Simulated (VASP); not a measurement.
# InGa3P4 (Cm) in VASP: single point with PBEsol

Aim: the single point of InGa3P4 with PBEsol.

All numbers are computed with VASP 6.6.1; they aren't measurements. Logs are shortened: lines on timing, memory, paths and dates and some standing lists are left out, and cuts for length are marked.

## (1) The cell of the first run

Symmetry: Cm, No. 8, monoclinic system. The conventional cell has a = 13.012 Å, b = 3.917 Å, c = 6.806 Å, α = 90.00°, β = 99.91°, γ = 90.00°. Within 3.3 Å of In (site symmetry m) lie 4 P at 2.49 to 2.53 Å. Within 3.1 Å of Ga (site symmetry m) lie 4 P at 2.36 to 2.40 Å. Ga (site symmetry m) has 4 P at 2.33 to 2.37 Å within 3.1 Å. Within 3.1 Å of Ga (site symmetry m) lie 4 P at 2.35 to 2.39 Å. Within 3.1 Å of P (site symmetry m) lie 2 Ga at 2.33 to 2.35 Å and 2 In at 2.49 Å. P (site symmetry m) has 3 Ga at 2.38 Å and 1 In at 2.53 Å within 3.1 Å. Within 3.1 Å of P (site symmetry m) lie 3 Ga at 2.36 Å and 1 In at 2.51 Å. P (site symmetry m) has 4 Ga at 2.37 to 2.40 Å within 3.1 Å.

## (2) Single point, PBEsol

File INCAR:

```
SYSTEM = InGa3P4
PREC = Accurate
ENCUT = 520
EDIFF = 1E-6
ISMEAR = 0
SIGMA = 0.02
LREAL = .False.
LASPH = .True.
NELM = 100
ALGO = Normal
ISIF = 2
LWAVE = .False.
LCHARG = .True.
GGA = PS
LELF = .True.
LVHAR = .True.
NBANDS = 46
```

File KPOINTS:

```
regular mesh
0
Gamma
  8 8 4
  0 0 0
```

File POSCAR:

```
InGa3P4
1.0
    0.0000000000      2.7697495108     -2.7697495108
   -2.7791371478     -5.5443588172     -2.7746093064
   -5.5614095181      2.7740323141      2.7740323141
In Ga P
1 3 4
Direct
    0.7491243660      0.4982487320      0.2489902982
   -0.0024099652     -0.0048199304     -0.0056522595
    0.2502398033      0.5004796066      0.7499367441
    0.5025850933      0.0051701866      0.5055973497
    0.3194549705      0.6389099411      0.4561317982
    0.5517223244      0.1034446487      0.1838054294
    0.8137633358      0.6275266716      0.9223564804
    0.0655200720      0.1310401439      0.6888341594
```

Potentials or basis: VASP PAW PBE potentials, release 64 (In_d, Ga_d, P).

Launch:

```sh
$ cat potpaw_PBE.64/In_d/POTCAR potpaw_PBE.64/Ga_d/POTCAR potpaw_PBE.64/P/POTCAR > POTCAR
$ mpirun -np 1 vasp_std > vasp.out
```

OUTCAR:

```text
SYSTEM = InGa3P4
   PREC = Accurate
   ENCUT = 520
   EDIFF = 1E-6
   ISMEAR = 0
   LREAL = .False.
   LASPH = .True.
   NELM = 100
   ISIF = 2
   GGA = PS

 ion  position               nearest neighbor table
   1  0.749  0.498  0.249-   5 2.49   5 2.49   7 2.51   6 2.53
   2  0.998  0.995  0.994-   7 2.36   6 2.38   6 2.38   8 2.40
   3  0.250  0.500  0.750-   5 2.33   7 2.36   7 2.36   8 2.37
   4  0.503  0.005  0.506-   5 2.35   6 2.38   8 2.39   8 2.39
   5  0.319  0.639  0.456-   3 2.33   4 2.35   1 2.49   1 2.49
   6  0.552  0.103  0.184-   2 2.38   2 2.38   4 2.38   1 2.53
   7  0.814  0.628  0.922-   2 2.36   3 2.36   3 2.36   1 2.51
   8  0.066  0.131  0.689-   3 2.37   4 2.39   4 2.39   2 2.40

  LATTYP: Found a base centered monoclinic cell.
 ALAT       =    13.0117206559
 B/A-ratio  =     0.3010376126
 C/A-ratio  =     0.5230564272
 COS(beta)  =    -0.1721208360

  Lattice vectors:

 A1 = (  -2.7791371478,  -2.7746093064,  -5.5443588172)
 A2 = (  -2.7791371478,  -5.5443588172,  -2.7746093064)
 A3 = (  -5.5614095181,   2.7740323141,   2.7740323141)

Analysis of symmetry for initial positions (statically):
=====================================================================
 Subroutine PRICEL returns:
 Original cell was already a primitive cell.

 Routine SETGRP: Setting up the symmetry group for a
 base centered monoclinic supercell.

 Subroutine GETGRP returns: Found  2 space group operations
 (whereof  2 operations were pure point group operations)
 out of a pool of  4 trial point group operations.

The static configuration has the point symmetry C_1h.

Analysis of symmetry for dynamics (positions and initial velocities):
=====================================================================
 Subroutine PRICEL returns:
 Original cell was already a primitive cell.

 Routine SETGRP: Setting up the symmetry group for a
 base centered monoclinic supercell.

 Subroutine GETGRP returns: Found  2 space group operations
 (whereof  2 operations were pure point group operations)
 out of a pool of  4 trial point group operations.

The dynamic configuration has the point symmetry C_1h.

 Subroutine INISYM returns: Found  2 space group operations
 (whereof  2 operations are pure point group operations),
 and found     1 'primitive' translations

----------------------------------------------------------------------------------------

                                     Primitive cell

  volume of cell :     170.8493

  direct lattice vectors                    reciprocal lattice vectors
     0.000000000  2.769749511 -2.769749511    -0.044971652  0.135441916 -0.225601563
    -2.779137148 -5.544358817 -2.774609306    -0.089943304 -0.090159646 -0.090159646
    -5.561409518  2.774032314  2.774032314    -0.134864232  0.045054410  0.045054410

  length of vectors
     3.917017323  6.794260429  6.805864118     0.266951358  0.156036283  0.149158174

  position of ions in fractional coordinates (direct lattice)
     0.749124366  0.498248732  0.248990298
     0.997590035  0.995180070  0.994347740
     0.250239803  0.500479607  0.749936744
     0.502585093  0.005170187  0.505597350
     0.319454970  0.638909941  0.456131798
     0.551722324  0.103444649  0.183805429
     0.813763336  0.627526672  0.922356480
     0.065520072  0.131040144  0.688834159

  ion indices of the primitive-cell ions
   primitive index   ion index
                 1           1
                 2           2
                 3           3
                 4           4
                 5           5
                 6           6
                 7           7
                 8           8

----------------------------------------------------------------------------------------

 KPOINTS: regular mesh

Automatic generation of k-mesh.
 Grid dimensions read from file:
 generate k-points for:    8    8    4

 Generating k-lattice:

  Cartesian coordinates                     Fractional coordinates (reciprocal lattice)
    -0.005621456  0.016930240 -0.028200195     0.125000000  0.000000000  0.000000000
    -0.011242913 -0.011269956 -0.011269956     0.000000000  0.125000000  0.000000000
    -0.033716058  0.011263602  0.011263602     0.000000000  0.000000000  0.250000000

  Length of vectors
     0.033368920  0.019504535  0.037289543

  Shift w.r.t. Gamma in fractional coordinates (k-lattice)
     0.000000000  0.000000000  0.000000000

 Subroutine IBZKPT returns following result:
 ===========================================

 Found     78 irreducible k-points:

 Following reciprocal coordinates:
            Coordinates               Weight
  0.000000  0.000000  0.000000      1.000000
  0.125000  0.000000  0.000000      4.000000
  0.250000  0.000000  0.000000      4.000000
  0.375000  0.000000  0.000000      4.000000
  0.500000  0.000000  0.000000      2.000000
  0.000000  0.125000  0.000000      2.000000
[... 16 lines left out ...]
  0.125000 -0.000000  0.250000      4.000000
  0.250000  0.000000  0.250000      4.000000
 [... further k-points ...]
   k-points           NKPTS =     78   k-points in BZ     NKDIM =     78   number of bands    NBANDS=     46
   number of dos      NEDOS =    301   number of ions     NIONS =      8
   total plane-waves  NPLWV =  87480
   dimension x,y,z NGX =    30 NGY =   54 NGZ =   54
   dimension x,y,z NGXF=    60 NGYF=  108 NGZF=  108
   ions per type =               1   3   4
   NGX,Y,Z   is equivalent  to a cutoff of  12.73, 13.21, 13.19 a.u.
   NGXF,Y,Z  is equivalent  to a cutoff of  25.47, 26.43, 26.38 a.u.
 SYSTEM =  InGa3P4
   PREC   = accura    normal or accurate (medium, high low for compatibility)
   ISTART =      0    job   : 0-new  1-cont  2-samecut
   ICHARG =      2    charge: 1-file 2-atom 10-const
   ISPIN  =      1    spin polarized calculation?
   LNONCOLLINEAR =      F non collinear calculations
   LSORBIT =      F    spin-orbit coupling
   LASPH  =      T    aspherical Exc in radial PAW
   ENCUT  =  520.0 eV  38.22 Ry    6.18 a.u.   7.28 12.63 12.65*2*pi/ulx,y,z
   NELM   =    100;   NELMIN=  2; NELMDL= -5     # of ELM steps
   EDIFF  = 0.1E-05   stopping-criterion for ELM
   LREAL  =      F    real-space projection
   EDIFFG = 0.1E-04   stopping-criterion for IOM
   NSW    =      0    number of steps for IOM
   IBRION =     -1    ionic relax: 0-MD 1-quasi-New 2-CG
   NFREE  =      0    steps in history (QN), initial steepest desc. (CG)
   ISIF   =      2    stress and relaxation
   ISYM   =      2    0-nonsym 1-usesym 2-fastsym
   POTIM  = 0.5000    time-step for ionic-motion
   TEBEG  =    0.0;   TEEND  =   0.0 temperature during run
   PSTRESS=    0.0 pullay stress
   NELECT =      72.0000    total number of electrons
   NUPDOWN=      -1.0000    fix difference up-down
   EMIN   =  10.00;   EMAX   =-10.00  energy-range for DOS
   EFERMI =   0.00;   METHOD = LEGACY
   ISMEAR =     0;   SIGMA  =   0.02  broadening in eV -4-tet -1-fermi 0-gaus
   EFERMI_NEDOS =   21; number of points for ismear=-14 and -15
   IALGO  =     38    algorithm
   IMIX   =      4    mixing-type and parameters
     AMIX     =   0.40;   BMIX     =  1.00
     AMIX_MAG =   1.60;   BMIX_MAG =  1.00
  volume/ion in A,a.u.               =      21.36       144.12
  Fermi-wavevector in a.u.,A,eV,Ry     =   1.227386  2.319424 20.496866  1.506477
  Thomas-Fermi vector in A             =   2.362352
   LORBIT       =      0    0 simple, 1 ext, 2 COOP (PROOUT), +10 PAW based schemes
   GGA     = PS    functional components
   LHFCALC =     F    Hartree Fock is set to
   AEXX    =    0.0000 exact exchange contribution
   IVDW    =     0    specifies the selected vdW correction
   LEPSILON=     F    determine dielectric tensor
   LRPA    =     F    only Hartree local field effects (RPA)
 non-spin polarized calculation
 Gauss-broadening in eV      SIGMA  =   0.02
  energy-cutoff  :      520.00
  volume of cell :      170.85
 maximum number of plane-waves:      4626
 NGX is ok and might be reduce to    30
   NGX = 15   NGY = 25   NGZ = 25

 number of electron      71.9999999 magnetization

 Free energy of the ion-electron system (eV)
  ---------------------------------------------------
  ext. energy  EPLUGINS =         0.00000000
  ---------------------------------------------------
  free energy    TOTEN  =       -38.77622983 eV

  energy without entropy =      -38.77622983  energy(sigma->0) =      -38.77622983

 E-fermi :   5.0097     XC(G=0):  -9.8967

 val. band max:        4.8632321463   @ k =   0.0000   0.0000   0.0000
 cond. band min:       5.9893291313   @ k =   0.0000   0.0000   0.0000
 fundamental gap:      1.1260969850
 Fermi energy:         5.0097455355

 k-point     1 :       0.0000    0.0000    0.0000
  band No.  band energies     occupation
      1      -9.8786      2.00000
      2      -9.8633      2.00000
      3      -9.8346      2.00000
      4      -9.7956      2.00000
      5      -9.7954      2.00000
      6      -9.7633      2.00000
[... 38 lines left out ...]
     45       9.4911      0.00000
     46       9.5127      0.00000

 k-point     2 :       0.1250    0.0000    0.0000
  band No.  band energies     occupation
      1      -9.8763      2.00000
      2      -9.8627      2.00000
      3      -9.8360      2.00000
      4      -9.8007      2.00000
      5      -9.7916      2.00000
      6      -9.7662      2.00000
[... 38 lines left out ...]
     45       9.2045      0.00000
     46       9.3922      0.00000

 k-point     3 :       0.2500    0.0000    0.0000
  band No.  band energies     occupation
      1      -9.8732      2.00000
      2      -9.8637      2.00000
      3      -9.8401      2.00000
      4      -9.8127      2.00000
      5      -9.7825      2.00000
      6      -9.7694      2.00000
[... 1018 lines left out ...]
     45       9.6472      0.00000
     46       9.9134      0.00000

 k-point    24 :       0.2500    0.0000    0.2500
  band No.  band energies     occupation
      1      -9.8725      2.00000
      2      -9.8678      2.00000
      3      -9.8350      2.00000
      4      -9.8156      2.00000
      5      -9.7799      2.00000
      6      -9.7706      2.00000
[... 38 lines left out ...]
     45      10.2356      0.00000
     46      10.4050      0.00000

 [... further k-points ...]
[... 5 lines left out ...]
  --------------------------------------------------------------------------------------
  -------------------------------------------------------------------------------------
  Total       -0.0814838     -0.0828734     -0.0828734     -0.0019218     -0.0045574     -0.0019218
  in kB       -0.7641327     -0.7771639     -0.7771639     -0.0180220     -0.0427377     -0.0180217
  external PRESSURE =      -0.7728202 kB  Pullay stress =       0.0000000 kB

 VOLUME and BASIS-vectors are now :
 -----------------------------------------------------------------------------
  energy-cutoff  :      520.00
  volume of cell :      170.85
      direct lattice vectors                 reciprocal lattice vectors
     0.000000000  2.769749511 -2.769749511    -0.044971652  0.135441916 -0.225601563
    -2.779137148 -5.544358817 -2.774609306    -0.089943304 -0.090159646 -0.090159646
    -5.561409518  2.774032314  2.774032314    -0.134864232  0.045054410  0.045054410

 POSITION                                       TOTAL-FORCE (eV/Angst)
 -----------------------------------------------------------------------------------
     -2.76944      0.00312     -2.76663        -0.002333     -0.001094     -0.001094
     -8.29572      0.00379     -2.76596         0.000943      0.001541      0.001541
     -5.56161     -0.00139     -0.00139         0.000918     -0.002073     -0.002073
     -2.82620      2.76591     -0.00384         0.002259      0.002433      0.002433
     -4.31235     -1.39221     -1.39221        -0.004790      0.000903      0.000903
     -1.30970      1.46448     -1.30527         0.001669      0.001194      0.001194
     -6.87358      1.33333     -1.43642         0.002183     -0.001945     -0.001945
     -4.19507      1.36579      1.36579        -0.000849     -0.000958     -0.000958
 -----------------------------------------------------------------------------------
    total drift:                               -0.000474     -0.000374     -0.000362

  FREE ENERGIE OF THE ION-ELECTRON SYSTEM (eV)
  ---------------------------------------------------
  free  energy   TOTEN  =       -38.7762298341 eV

  energy  without entropy=      -38.7762298341  energy(sigma->0) =      -38.77622983
```

Run time: 9.7 min. Hardware: 1 thread of Intel Xeon Platinum 8488C (Sapphire Rapids), shared host; peak memory 0.64 GiB.

What came out:

| Quantity | Value |
| --- | --- |
| Free energy | -38.7762 eV |
| Pressure | -0.1 GPa |
| Largest force | 0.005 eV/Å |
| Band gap on the k mesh | 1.13 eV |

Forces in eV/Å, atoms in the order of the input:
```
In  -0.002 -0.001 -0.001
Ga   0.001  0.002  0.002
Ga   0.001 -0.002 -0.002
Ga   0.002  0.002  0.002
P   -0.005  0.001  0.001
P    0.002  0.001  0.001
P    0.002 -0.002 -0.002
P   -0.001 -0.001 -0.001
```

Levels at points of the mesh, in eV from the valence-band top:
```tsv
k point	band 33	band 34	band 35	band 36	band 37	band 38	band 39	band 40
(0.00, 0.00, 0.00)	-1.12	-0.13	-0.07	0.00	1.13	1.55	2.09	2.58
(0.50, 0.00, 0.00)	-2.74	-2.65	-1.84	-1.65	2.89	3.10	3.12	3.39
(0.00, 0.50, 0.00)	-0.93	-0.89	-0.56	-0.40	1.35	1.49	1.59	1.70
(0.00, 0.00, 0.50)	-1.33	-1.24	-1.12	-0.82	2.26	2.45	2.62	3.32
(0.50, 0.00, 0.50)	-2.22	-1.90	-1.18	-1.14	1.32	1.52	1.76	2.06
(0.00, 0.50, 0.50)	-1.92	-1.89	-0.93	-0.49	2.00	2.13	2.44	3.02
```

Caveat: the PAW data sets were made with another functional, which shifts forces and pressure a little; spin-orbit coupling is left out, which moves the levels of the heavy elements.
